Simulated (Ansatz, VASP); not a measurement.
## Zr: VASP beside Ansatz

File INCAR:

```
SYSTEM = Zr
PREC     = Accurate       ! precision mode
ENCUT    = 520            ! plane-wave cutoff, eV
EDIFF    = 1E-8           ! SCF threshold, eV
ISMEAR   = -1             ! smearing method
SIGMA    = 0.08           ! smearing width, eV
LREAL    = .FALSE.        ! projectors in reciprocal space
LASPH    = .TRUE.         ! aspherical terms in the spheres
NELM     = 60             ! most SCF steps
ALGO     = Normal         ! electronic algorithm
ISIF     = 2              ! what is computed and relaxed
LWAVE    = .FALSE.        ! write WAVECAR
LCHARG   = .FALSE.        ! write CHGCAR
GGA      = PE             ! functional
LEFG     = .TRUE.       
NBANDS   = 19             ! bands
```

Contents of KPOINTS:

```
regular mesh
0
G
  13 13 7
  0 0 0
```

Contents of POSCAR:

```
Zr
1.0
    3.2319982225      0.0000000000      0.0000000000
   -1.6159991112      2.7989925656      0.0000000000
    0.0000000000      0.0000000000      5.3014100000
Zr
2
Direct
    0.3333333333      0.6666666667      0.2500000000
    0.6666666667      0.3333333333      0.7500000000
```

Input for Ansatz:

```yaml
crystal:
  lattice:
    - [3.2319982225, 0.0, 0.0]
    - [-1.6159991112, 2.7989925656, 0.0]
    - [0.0, 0.0, 5.30141]
  atoms:
    - { symbol: Zr, position: [0.3333333333, 0.6666666667, 0.25] }
    - { symbol: Zr, position: [0.6666666667, 0.3333333333, 0.75] }
kpoints:
  mp_grid: { grid: [13, 13, 7] }
scf:
  occupations: { method: fermi_dirac, width: 0.08 }
hamiltonian:
  xc: pbe
  pseudopotentials: { kind: paw }
output:
  forces: true
  stress: true
  eigenvalues: true
  efg: { contact_densities: true }
```

Change from the starting cell: zz strain of +3 %, PAW files.

Alike in both runs: task electric field gradients; functional PBE; k mesh 13 × 13 × 7; occupations fermi-dirac, width 0.08 eV; no spin polarisation.

|  | VASP | Ansatz |
| --- | --- | --- |
| version | VASP 6.6.1 | Ansatz 0.2.0 |
| potentials or method | VASP PAW PBE potentials, release 64 (Zr_sv) | PAW with Ansatz's default frozen-core files, scalar-relativistic |
| plane-wave cutoff (eV) | 520 | 420 |
| valence electrons in the cell | 24 | 24 |

Ansatz gave:

| Item | Value |
| --- | --- |
| pressure (GPa) | -2.3 |
| traceless stress, the component that is largest in VASP (GPa) | -1.35 |
| size of Vzz on the site where it differs most (V/Å²) | 25.3 |

What did VASP give for the same quantities?

Pressure (GPa): -2.3; traceless stress, the component that is largest in VASP (GPa): -1.36; size of Vzz on the site where it differs most (V/Å²): 24.0.
